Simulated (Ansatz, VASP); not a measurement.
## GeSb4Te4 in VASP and in Ansatz

```
Ge Sb Te
1.0
     4.15679    0.00000    0.00000
    -2.07839    3.59988    0.00000
     0.00000    0.00000   16.23672
Ge Sb Te
1 4 4
Direct
  0.00000 0.00000 0.00000
  0.33333 0.66667 0.54410
  0.66667 0.33333 0.45590
  0.66667 0.33333 0.79077
  0.33333 0.66667 0.20923
  0.33333 0.66667 0.90452
  0.66667 0.33333 0.09548
  0.00000 0.00000 0.69397
  0.00000 0.00000 0.30603
```

Change from the starting cell: strain -0.040 along x and y, -0.080 along z, atoms carried along.

Alike in both runs: task single point; functional PBE; k mesh 12 × 12 × 2; occupations gaussian, width 0.03 eV; no spin polarisation.

```csv
,VASP,Ansatz
version,VASP 6.6.1,Ansatz 0.2.0
potentials or method,"VASP PAW PBE potentials, release 64 (Ge_d, Sb, Te), cutoff 520 eV","scalar-relativistic, plane waves, PAW"
valence electrons in the cell,58,138
```

```tsv
	VASP	Ansatz	Ansatz less VASP
gap on the k mesh at the Fermi level (eV)	none	none	-
pressure (GPa)	11.4	11.3	-0.12
traceless stress, the component that is largest in VASP (GPa)	0.68	0.72	+0.037
rms of the force components (eV/Å)	0.542	0.513	-0.0290
```

Atom by atom the forces differ by 0.031 eV/Å (rms over components). A gap of «none» marks a metal or a gap that the smearing closes. VASP's potentials hold 58 valence electrons a cell and Ansatz's 138, so a difference there can come from the potentials and not from the codes.

Neither program's run includes spin-orbit coupling.
